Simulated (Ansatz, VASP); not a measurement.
SrCa in VASP and in Ansatz

Contents of INCAR:

```
ALGO = Normal
EDIFF = 1E-8
ENCUT = 520
ISIF = 2
ISMEAR = -1
LASPH = T
LCHARG = F
LEFG = T
LREAL = F
LWAVE = F
NBANDS = 17
NELM = 60
PREC = Accurate
SIGMA = 0.1
```

Contents of KPOINTS:

```
k-points
0
Gamma
  7 7 4
```

Contents of POSCAR:

```
SrCa
1.0
    4.1283377400      0.0000000000      0.0000000000
   -2.0641688700      3.5752453600      0.0000000000
    0.0000000000      0.0000000000      6.7887450800
Sr Ca
1 1
Direct
    0.6666666700      0.3333333300      0.5000000000
    0.0000000000      0.0000000000      0.0000000000
```

Input for Ansatz:

```yaml
crystal:
  lattice:
    - [4.12833774, 0.0, 0.0]
    - [-2.06416887, 3.57524536, 0.0]
    - [0.0, 0.0, 6.78874508]
  atoms:
    - { symbol: Sr, position: [0.66666667, 0.3333333299999999, 0.5] }
    - { symbol: Ca, position: [0.0, 0.0, 0.0] }
basis:
  ecutwfc: 420.0
kpoints:
  mp_grid:
    grid: [7, 7, 4]
hamiltonian:
  xc: lda
  pseudopotentials:
    kind: paw
scf:
  convergence:
    dr2_threshold: 1.0e-08
  occupations:
    method: fermi_dirac
    width: 0.1
output:
  write_density: true
  volumetric_format: npy
  elf: true
  bader: true
  efg: {}
```

Alike in both runs: task electric field gradients; functional LDA; k mesh 7 × 7 × 4; occupations fermi-dirac, width 0.1 eV; no spin polarisation.

```csv
,VASP,Ansatz
version,VASP 6.6.1,Ansatz 0.2.0
potentials or method,"VASP PAW LDA potentials, release 64 (Sr_sv, Ca_sv), cutoff 520 eV","plane waves, PAW"
valence electrons in the cell,20,20
```

Ansatz gave:

```
gap on the k mesh at the Fermi level (eV)            : none
size of Vzz on the site where it differs most (V/Å²) : 15.7
```

Problem. What did VASP give for the same quantities?

Solution. gap on the k mesh at the Fermi level (eV): none; size of Vzz on the site where it differs most (V/Å²): 15.3.

LDA's correlation is that of Perdew and Zunger in VASP and of Perdew and Wang (1992) in Ansatz. A gap of «none» marks a metal or a gap that the smearing closes.
